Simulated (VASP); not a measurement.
# Ca in VASP: further runs

Runs on Ca. Level: PBE. Tasks: relaxation of cell and atoms, single point.

All numbers are computed with VASP 6.6.1; they aren't measurements. Logs are shortened: lines on timing, memory, paths and dates and some standing lists are left out, and cuts for length are marked.

## 1. The cell of the first run

The structure is cubic, space group Fm-3m (No. 225). Conventional cell: a = 5.567 Å, b = 5.567 Å, c = 5.567 Å, α = 90.00°, β = 90.00°, γ = 90.00°. Ca (site symmetry m-3m) has 12 Ca at 3.94 Å within 5.2 Å.

## 2. Relaxation of cell and atoms, PBE, target pressure -0.37 GPa, at which the enthalpy is minimised

File INCAR:

```
SYSTEM = Ca
PREC     = Accurate       ! precision mode
ENCUT    = 600            ! plane-wave cutoff, eV
EDIFF    = 1E-6           ! SCF threshold, eV
ISMEAR   = -1             ! smearing method
SIGMA    = 0.08           ! smearing width, eV
LREAL    = .False.        ! projectors in reciprocal space
LASPH    = .True.         ! aspherical terms in the spheres
NELM     = 100            ! most SCF steps
ALGO     = Normal         ! electronic algorithm
ISIF     = 3              ! what is computed and relaxed
LWAVE    = .False.        ! write WAVECAR
LCHARG   = .False.        ! write CHGCAR
GGA      = PE             ! functional
IBRION   = 2              ! ionic algorithm
NSW      = 32             ! ionic steps
EDIFFG   = -0.005         ! ionic threshold
PSTRESS  = -3.7
```

File KPOINTS:

```
Automatic mesh
0
Gamma
  12 12 12
  0 0 0
```

File POSCAR:

```
Ca
1.0
    0.0000000000      2.7837274457      2.7837274457
    2.7837274457      0.0000000000      2.7837274457
    2.7837274457      2.7837274457      0.0000000000
Ca
1
Direct
    0.0000000000      0.0000000000      0.0000000000
```

Potentials or basis: VASP PAW PBE potentials, release 64 (Ca_sv).

Started as:

```sh
cat potpaw_PBE.64/Ca_sv/POTCAR > POTCAR
mpirun -np 1 vasp_std > vasp.out
```

OUTCAR:

```text
SYSTEM = Ca
   PREC = Accurate
   ENCUT = 600
   EDIFF = 1E-6
   ISMEAR = -1
   LREAL = .False.
   LASPH = .True.
   NELM = 100
   ISIF = 3
   GGA = PE
   IBRION = 2
   NSW = 32
   EDIFFG = -0.005
   PSTRESS = -3.7

 ion  position               nearest neighbor table
   1  0.000  0.000  0.000-

  LATTYP: Found a face centered cubic cell.
 ALAT       =     5.5674548914

  Lattice vectors:

 A1 = (   0.0000000000,   2.7837274457,   2.7837274457)
 A2 = (   2.7837274457,   0.0000000000,   2.7837274457)
 A3 = (   2.7837274457,   2.7837274457,   0.0000000000)

Analysis of symmetry for initial positions (statically):
=====================================================================
 Subroutine PRICEL returns:
 Original cell was already a primitive cell.

 Routine SETGRP: Setting up the symmetry group for a
 face centered cubic supercell.

 Subroutine GETGRP returns: Found 48 space group operations
 (whereof 48 operations were pure point group operations)
 out of a pool of 48 trial point group operations.

The static configuration has the point symmetry O_h .

Analysis of symmetry for dynamics (positions and initial velocities):
=====================================================================
 Subroutine PRICEL returns:
 Original cell was already a primitive cell.

 Routine SETGRP: Setting up the symmetry group for a
 face centered cubic supercell.

 Subroutine GETGRP returns: Found 48 space group operations
 (whereof 48 operations were pure point group operations)
 out of a pool of 48 trial point group operations.

The dynamic configuration has the point symmetry O_h .

 Subroutine INISYM returns: Found 48 space group operations
 (whereof 48 operations are pure point group operations),
 and found     1 'primitive' translations

----------------------------------------------------------------------------------------

                                     Primitive cell

  volume of cell :      43.1430

  direct lattice vectors                    reciprocal lattice vectors
     0.000000000  2.783727446  2.783727446    -0.179615286  0.179615286  0.179615286
     2.783727446  0.000000000  2.783727446     0.179615286 -0.179615286  0.179615286
     2.783727446  2.783727446  0.000000000     0.179615286  0.179615286 -0.179615286

  length of vectors
     3.936785108  3.936785108  3.936785108     0.311102800  0.311102800  0.311102800

  position of ions in fractional coordinates (direct lattice)
     0.000000000  0.000000000  0.000000000

  ion indices of the primitive-cell ions
   primitive index   ion index
                 1           1

----------------------------------------------------------------------------------------

 KPOINTS: Automatic mesh

Automatic generation of k-mesh.
 Grid dimensions read from file:
 generate k-points for:   12   12   12

 Generating k-lattice:

  Cartesian coordinates                     Fractional coordinates (reciprocal lattice)
    -0.014967940  0.014967940  0.014967940     0.083333333  0.000000000  0.000000000
     0.014967940 -0.014967940  0.014967940     0.000000000  0.083333333  0.000000000
     0.014967940  0.014967940 -0.014967940     0.000000000  0.000000000  0.083333333

  Length of vectors
     0.025925233  0.025925233  0.025925233

  Shift w.r.t. Gamma in fractional coordinates (k-lattice)
     0.000000000  0.000000000  0.000000000

 Subroutine IBZKPT returns following result:
 ===========================================

 Found     72 irreducible k-points:

 Following reciprocal coordinates:
            Coordinates               Weight
  0.000000  0.000000  0.000000      1.000000
  0.083333  0.000000  0.000000      8.000000
  0.166667  0.000000  0.000000      8.000000
  0.250000  0.000000  0.000000      8.000000
  0.333333  0.000000  0.000000      8.000000
  0.416667  0.000000  0.000000      8.000000
[... 16 lines left out ...]
  0.500000  0.166667  0.000000     24.000000
 -0.416667  0.166667  0.000000     24.000000
 [... further k-points ...]
   k-points           NKPTS =     72   k-points in BZ     NKDIM =     72   number of bands    NBANDS=      9
   number of dos      NEDOS =    301   number of ions     NIONS =      1
   total plane-waves  NPLWV =  32768
   dimension x,y,z NGX =    32 NGY =   32 NGZ =   32
   dimension x,y,z NGXF=    64 NGYF=   64 NGZF=   64
   ions per type =               1
   NGX,Y,Z   is equivalent  to a cutoff of  13.51, 13.51, 13.51 a.u.
   NGXF,Y,Z  is equivalent  to a cutoff of  27.03, 27.03, 27.03 a.u.
 SYSTEM =  Ca
   PREC   = accura    normal or accurate (medium, high low for compatibility)
   ISTART =      0    job   : 0-new  1-cont  2-samecut
   ICHARG =      2    charge: 1-file 2-atom 10-const
   ISPIN  =      1    spin polarized calculation?
   LNONCOLLINEAR =      F non collinear calculations
   LSORBIT =      F    spin-orbit coupling
   LASPH  =      T    aspherical Exc in radial PAW
   ENCUT  =  600.0 eV  44.10 Ry    6.64 a.u.   7.86  7.86  7.86*2*pi/ulx,y,z
   NELM   =    100;   NELMIN=  2; NELMDL= -5     # of ELM steps
   EDIFF  = 0.1E-05   stopping-criterion for ELM
   LREAL  =      F    real-space projection
   EDIFFG = -.5E-02   stopping-criterion for IOM
   NSW    =     32    number of steps for IOM
   IBRION =      2    ionic relax: 0-MD 1-quasi-New 2-CG
   NFREE  =      1    steps in history (QN), initial steepest desc. (CG)
   ISIF   =      3    stress and relaxation
   ISYM   =      2    0-nonsym 1-usesym 2-fastsym
   POTIM  = 0.5000    time-step for ionic-motion
   TEBEG  =    0.0;   TEEND  =   0.0 temperature during run
   PSTRESS=   -3.7 pullay stress
   NELECT =      10.0000    total number of electrons
   NUPDOWN=      -1.0000    fix difference up-down
   EMIN   =  10.00;   EMAX   =-10.00  energy-range for DOS
   EFERMI =   0.00;   METHOD = LEGACY
   ISMEAR =    -1;   SIGMA  =   0.08  broadening in eV -4-tet -1-fermi 0-gaus
   EFERMI_NEDOS =   21; number of points for ismear=-14 and -15
   IALGO  =     38    algorithm
   IMIX   =      4    mixing-type and parameters
     AMIX     =   0.40;   BMIX     =  1.00
     AMIX_MAG =   1.60;   BMIX_MAG =  1.00
  volume/ion in A,a.u.               =      43.14       291.14
  Fermi-wavevector in a.u.,A,eV,Ry     =   1.005630  1.900365 13.759453  1.011291
  Thomas-Fermi vector in A             =   2.138321
   LORBIT       =      0    0 simple, 1 ext, 2 COOP (PROOUT), +10 PAW based schemes
   GGA     = PE    functional components
   LHFCALC =     F    Hartree Fock is set to
   AEXX    =    0.0000 exact exchange contribution
   IVDW    =     0    specifies the selected vdW correction
   LEPSILON=     F    determine dielectric tensor
   LRPA    =     F    only Hartree local field effects (RPA)
 conjugate gradient relaxation of ions
 non-spin polarized calculation
  energy-cutoff  :      600.00
  volume of cell :       43.14
 maximum number of plane-waves:      1459
   NGX = 15   NGY = 15   NGZ = 15

 number of electron      10.0000001 magnetization

 Free energy of the ion-electron system (eV)
  ---------------------------------------------------
  ext. energy  EPLUGINS =         0.00000000
  ---------------------------------------------------
  free energy    TOTEN  =        -1.94196209 eV

  energy without entropy =       -1.91422530  energy(sigma->0) =       -1.92809370

 E-fermi :   1.8731     XC(G=0):  -7.6672

 val. band max:        1.8644001793   @ k =  -0.4167   0.1667   0.0000
 cond. band min:       1.8758406675   @ k =  -0.3333   0.5000   0.1667
 fundamental gap:      0.0114404882
 Fermi energy:         1.8731047669

 k-point     1 :       0.0000    0.0000    0.0000
  band No.  band energies     occupation
      1     -40.1901      2.00000
      2     -21.1103      2.00000
      3     -21.1103      2.00000
      4     -21.1103      2.00000
      5      -2.1127      2.00000
      6       4.1830      0.00000
      7       4.1830      0.00000
      8       4.1830      0.00000
      9       5.2260      0.00000

 k-point     2 :       0.0833    0.0000    0.0000
  band No.  band energies     occupation
      1     -40.1893      2.00000
      2     -21.1190      2.00000
      3     -21.1115      2.00000
      4     -21.1115      2.00000
      5      -1.9960      2.00000
      6       4.0581      0.00000
      7       4.2268      0.00000
      8       4.2268      0.00000
      9       5.1884      0.00000

 k-point     3 :       0.1667    0.0000    0.0000
  band No.  band energies     occupation
      1     -40.1871      2.00000
      2     -21.1425      2.00000
      3     -21.1148      2.00000
      4     -21.1148      2.00000
      5      -1.6538      2.00000
      6       3.7296      0.00000
      7       4.3127      0.00000
      8       4.3127      0.00000
      9       5.1393      0.00000

 k-point     4 :       0.2500    0.0000    0.0000
  band No.  band energies     occupation
      1     -40.1840      2.00000
      2     -21.1745      2.00000
      3     -21.1192      2.00000
      4     -21.1192      2.00000
      5      -1.1099      2.00000
      6       3.2800      0.00000
      7       4.3144      0.00000
      8       4.3144      0.00000
      9       5.2369      0.00000

 k-point     5 :       0.3333    0.0000    0.0000
  band No.  band energies     occupation
      1     -40.1810      2.00000
      2     -21.2061      2.00000
      3     -21.1237      2.00000
      4     -21.1236      2.00000
      5      -0.4088      2.00000
      6       2.7524      0.00003
      7       4.2123      0.00000
      8       4.2123      0.00000
      9       5.5031      0.00000

 k-point     6 :       0.4167    0.0000    0.0000
  band No.  band energies     occupation
      1     -40.1787      2.00000
      2     -21.2292      2.00000
      3     -21.1269      2.00000
      4     -21.1269      2.00000
      5       0.3667      2.00000
      6       2.1524      0.05915
      7       4.1110      0.00000
      8       4.1110      0.00000
      9       5.7770      0.00000
[... 169 lines left out ...]
 k-point    21 :       0.3333    0.1667    0.0000
  band No.  band energies     occupation
      1     -40.1810      2.00000
      2     -21.1881      2.00000
      3     -21.1326      2.00000
      4     -21.1323      2.00000
      5      -0.5222      2.00000
      6       3.0225      0.00000
      7       3.9421      0.00000
      8       4.5405      0.00000
      9       5.0799      0.00000

 k-point    22 :       0.4167    0.1667    0.0000
  band No.  band energies     occupation
      1     -40.1785      2.00000
      2     -21.2110      2.00000
      3     -21.1399      2.00000
      4     -21.1352      2.00000
      5       0.1950      2.00000
      6       2.5794      0.00029
      7       3.7301      0.00000
      8       4.4569      0.00000
      9       5.5213      0.00000

 k-point    23 :       0.5000    0.1667    0.0000
  band No.  band energies     occupation
      1     -40.1769      2.00000
      2     -21.2246      2.00000
      3     -21.1467      2.00000
      4     -21.1354      2.00000
      5       0.9593      1.99998
      6       2.0258      0.25823
      7       3.6334      0.00000
      8       4.3718      0.00000
      9       5.9132      0.00000

 k-point    24 :      -0.4167    0.1667    0.0000
  band No.  band energies     occupation
      1     -40.1767      2.00000
      2     -21.2257      2.00000
      3     -21.1509      2.00000
      4     -21.1328      2.00000
      5       1.1784      1.99966
      6       1.8644      1.05435
      7       3.5954      0.00000
      8       4.3407      0.00000
      9       5.7425      0.00000

 [... further k-points ...]
[... 5 lines left out ...]
  --------------------------------------------------------------------------------------
  -------------------------------------------------------------------------------------
  Total       -0.0961298     -0.0961298     -0.0961298      0.0000000     -0.0000000     -0.0000000
  in kB       -3.5699214     -3.5699214     -3.5699214      0.0000000     -0.0000000     -0.0000000
  external PRESSURE =       0.1300786 kB  Pullay stress =      -3.7000000 kB

 VOLUME and BASIS-vectors are now :
 -----------------------------------------------------------------------------
  energy-cutoff  :      600.00
  volume of cell :       43.14
      direct lattice vectors                 reciprocal lattice vectors
     0.000000000  2.783727446  2.783727446    -0.179615286  0.179615286  0.179615286
     2.783727446  0.000000000  2.783727446     0.179615286 -0.179615286  0.179615286
     2.783727446  2.783727446  0.000000000     0.179615286  0.179615286 -0.179615286

 POSITION                                       TOTAL-FORCE (eV/Angst)
 -----------------------------------------------------------------------------------
      0.00000      0.00000      0.00000         0.000000     -0.000000     -0.000000
 -----------------------------------------------------------------------------------
    total drift:                                0.000000      0.000000      0.000000

  FREE ENERGIE OF THE ION-ELECTRON SYSTEM (eV)
  ---------------------------------------------------
  free  energy   TOTEN  =        -1.9419620909 eV

  energy  without entropy=       -1.9142252994  energy(sigma->0) =       -1.92809370

  enthalpy is  TOTEN    =        -2.0415946467 eV   P V=       -0.0996325558

 reached required accuracy - stopping structural energy minimisation
```

Run time: 30 s. Hardware: 1 thread of Intel Xeon 8259CL, shared host; peak memory 0.19 GiB.

What came out:

```yaml
Free_energy: -1.9420 eV
Pressure_after_relaxing: -0.4 GPa
Band_gap_on_the_k_mesh: zero (bands 5 and 6 overlap by 0.39 eV)
```

Final structure:
```xyz
1
Lattice="0.0000 2.7837 2.7837 2.7837 0.0000 2.7837 2.7837 2.7837 0.0000" Properties=species:S:1:pos:R:3 pbc="T T T"
Ca    0.0000    0.0000    0.0000
```

Levels at points of the mesh, in eV from the Fermi level:
| k point | band 2 | band 3 | band 4 | band 5 | band 6 | band 7 | band 8 | band 9 |
| --- | --- | --- | --- | --- | --- | --- | --- | --- |
| (0.00, 0.00, 0.00) | -22.98 | -22.98 | -22.98 | -3.99 | 2.31 | 2.31 | 2.31 | 3.35 |
| (0.50, 0.00, 0.00) | -23.11 | -23.00 | -23.00 | -0.98 | -0.18 | 2.20 | 2.20 | 4.02 |
| (0.50, 0.50, 0.00) | -23.10 | -23.03 | -23.03 | -0.43 | 0.59 | 0.93 | 4.01 | 4.20 |

Caveat: the cell is relaxed towards a set pressure, so the run minimises the enthalpy, not the energy.

[end of part 1 of 2]
